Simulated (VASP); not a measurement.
Wanted: the native input for a VASP 6.6.1 run.

| Item | Value |
| --- | --- |
| Task | relaxation of cell and atoms |
| Functional | PBE |
| Potentials or basis | VASP PAW PBE potentials, release 64 (Mg, Cd, Te) |
| Cutoff | 600 eV |
| k mesh | 3 × 3 × 3 |
| Occupations | gaussian, width 0.2 eV |
| Spin | no spin polarisation |
| Dipole correction | no |
| Further INCAR settings | ALGO = Fast; EDIFF = 1e-06; IBRION = 2; EDIFFG = -0.08; NSW = 36; ISIF = 3 |

The structure of Mg3Cd2Te3 lies in POSCAR:

```
Mg3Cd2Te3
1.0
    6.0807153700      0.0000000000      0.0000000000
    0.0000000000      6.0807153700      0.0000000000
    0.0000000000      0.0000000000      6.0807153700
Mg Cd Te
3 2 3
Direct
    0.0000000000      0.5000000000      0.5000000000
    0.5000000000      0.0000000000      0.5000000000
    0.5000000000      0.5000000000      0.0000000000
    0.5000000000      0.5000000000      0.5000000000
    0.0000000000      0.0000000000      0.0000000000
    0.5000000000      0.0000000000      0.0000000000
    0.0000000000      0.5000000000      0.0000000000
    0.0000000000      0.0000000000      0.5000000000
```

The cell was built from a structure type or drawn by symmetry, and may not be a known phase.

These files were run (other wordings do the same):

INCAR

```
PREC = Accurate ; ENCUT = 600
EDIFF = 1E-6 ; ISMEAR = 0
SIGMA = 0.2 ; LREAL = F
LASPH = T ; NELM = 60
ALGO = Fast ; ISIF = 3
LWAVE = F ; LCHARG = F
GGA = PE ; IBRION = 2
NSW = 36 ; EDIFFG = -0.08
```

KPOINTS

```
regular mesh
0
Gamma
  3 3 3
```

Potentials or basis: VASP PAW PBE potentials, release 64 (Mg, Cd, Te).

Launch:

```bash
$ cat potpaw_PBE.64/Mg/POTCAR potpaw_PBE.64/Cd/POTCAR potpaw_PBE.64/Te/POTCAR > POTCAR
$ mpirun -np 1 vasp_std > vasp.out
```

Results of the run:

```
Relaxed volume                        : 27.60 Å³/atom
Relaxed cell                          : a = 6.044 Å, b = 6.044 Å, c = 6.044 Å, α = 90.00°, β = 90.00°, γ = 90.00°
Space group after relaxing (to 0.1 Å) : Pm-3m (No. 221)
Energy gained by relaxing             : 1.2 meV/atom
Ionic steps                           : 2
Pressure after relaxing               : -0.1 GPa
Band gap on the k mesh                : zero (bands 24 and 25 overlap by 0.12 eV)
```

Caveat: semilocal functionals underestimate gaps, so a narrow gap can read as zero; spin-orbit coupling is left out, which moves the levels of the heavy elements.

Run time: 40 s on 1 thread of Intel(R) Xeon(R) 6975P-C (Granite Rapids), on a shared host, peak memory 0.37 GiB.
